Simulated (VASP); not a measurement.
Here is a VASP 6.6.1 calculation.

The input INCAR:

```
PREC     = Accurate       # precision mode
ENCUT    = 520            # plane-wave cutoff, eV
EDIFF    = 1E-6           # SCF threshold, eV
ISMEAR   = 0              # smearing method
SIGMA    = 0.1            # smearing width, eV
LREAL    = False          # projectors in reciprocal space
LASPH    = True           # aspherical terms in the spheres
NELM     = 150            # most SCF steps
ALGO     = Fast           # electronic algorithm
ISIF     = 2              # what is computed and relaxed
LWAVE    = False          # write WAVECAR
LCHARG   = False          # write CHGCAR
LMAXMIX  = 4              # l up to which the mixer works
LDAU     = True           # DFT+U
LDAUTYPE = 2            
LDAUL    = -1 2           # shell
LDAUU    = 0 8            # U, eV
LDAUJ    = 0 0          
LDAUPRINT= 1            
GGA      = PS             # functional
NBANDS   = 56             # bands
```

KPOINTS

```
regular mesh
0
Gamma
  8 8 8
```

File POSCAR:

```
SiMo3
1.0
    4.8615851670      0.0000000000      0.0000000000
    0.0000000000      4.8615851670      0.0000000000
    0.0000000000      0.0000000000      4.8615851670
Si Mo
2 6
Direct
    0.0000000000      0.0000000000      0.0000000000
    0.5000000000      0.5000000000      0.5000000000
    0.2500000000      0.0000000000      0.5000000000
    0.5000000000      0.7500000000      0.0000000000
    0.7500000000      0.0000000000      0.5000000000
    0.5000000000      0.2500000000      0.0000000000
    0.0000000000      0.5000000000      0.7500000000
    0.0000000000      0.5000000000      0.2500000000
```

Potentials or basis: VASP PAW PBE potentials, release 64 (Si, Mo_sv).

Launch:

```bash
$ cat potpaw_PBE.64/Si/POTCAR potpaw_PBE.64/Mo_sv/POTCAR > POTCAR
$ mpirun -np 1 vasp_std > vasp.out
```

Question: What does it give for the pressure?

Answer: 13.8 GPa.

Question: What does it give for the band gap on the k mesh?

Answer: Zero (bands 46 and 47 overlap by 2.98 eV).

Eigenvalues of the final occupation matrices:
```tsv
site	spin	trace	eigenvalues
site 3 d	1	2.01	0.34 0.34 0.36 0.39 0.58
site 3 d	2	2.01	0.34 0.34 0.36 0.39 0.58
site 4 d	1	2.01	0.34 0.34 0.36 0.39 0.58
site 4 d	2	2.01	0.34 0.34 0.36 0.39 0.58
site 5 d	1	2.01	0.34 0.34 0.36 0.39 0.58
site 5 d	2	2.01	0.34 0.34 0.36 0.39 0.58
site 6 d	1	2.01	0.34 0.34 0.36 0.39 0.58
site 6 d	2	2.01	0.34 0.34 0.36 0.39 0.58
site 7 d	1	2.01	0.34 0.34 0.36 0.39 0.58
site 7 d	2	2.01	0.34 0.34 0.36 0.39 0.58
site 8 d	1	2.01	0.34 0.34 0.36 0.39 0.58
site 8 d	2	2.01	0.34 0.34 0.36 0.39 0.58
```

Caveat: the cell stands under pressure; the PAW data sets were made with another functional, which shifts forces and pressure a little; U without spin polarisation on a metal has little footing; the U is typed as a test and isn't derived for this compound.
